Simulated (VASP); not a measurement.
Write the native input for VASP 6.6.1 that does the following.

| Quantity | Value |
| --- | --- |
| Task | single point |
| Functional | PBEsol |
| Potentials or basis | VASP PAW PBE potentials, release 64 (Pt, Se) |
| Cutoff | 520 eV |
| k mesh | 6 × 6 × 4 |
| Occupations | fermi-dirac, width 0.05 eV |
| Spin | no spin polarisation |
| Dipole correction | no |
| Further INCAR settings | ALGO = Normal; EDIFF = 1e-06; NBANDS = 18 |

The structure of PtSe2 (Sudovikovite) lies in POSCAR:

```
PtSe2
1.0
    3.7240000000      0.0000000000      0.0000000000
   -1.8620000000      3.2250786037      0.0000000000
    0.0000000000      0.0000000000      5.0620000000
Pt Se
1 2
Direct
    0.0000000000      0.0000000000      0.0000000000
    0.6666666667      0.3333333333      0.7500000000
    0.3333333333      0.6666666667      0.2500000000
```

The input as run:

INCAR

```
SYSTEM = PtSe2
  PREC = Accurate
  ENCUT = 520
  EDIFF = 1E-6
  ISMEAR = -1
  SIGMA = 0.05
  LREAL = .FALSE.
  LASPH = .TRUE.
  NELM = 100
  ALGO = Normal
  ISIF = 2
  LWAVE = .FALSE.
  LCHARG = .FALSE.
  GGA = PS
  NBANDS = 18
```

KPOINTS

```
regular mesh
0
G
  6 6 4
  0 0 0
```

Potentials or basis: VASP PAW PBE potentials, release 64 (Pt, Se).

Run with:

```bash
$ cat potpaw_PBE.64/Pt/POTCAR potpaw_PBE.64/Se/POTCAR > POTCAR
$ mpirun -np 1 vasp_std > vasp.out
```

Results of the run:

* Pressure: 2.2 GPa
* Largest force: 0.347 eV/Å
* Band gap on the k mesh: zero (band 11 reaches 6.81 eV, above the bottom of band 12 at 6.39 eV)

Caveat: the PAW data sets were made with another functional, which shifts forces and pressure a little; spin-orbit coupling is left out, which moves the levels of the heavy elements.

Run time: 26 s on 1 thread of Intel Xeon 6975P-C, on a shared host, peak memory 0.19 GiB.
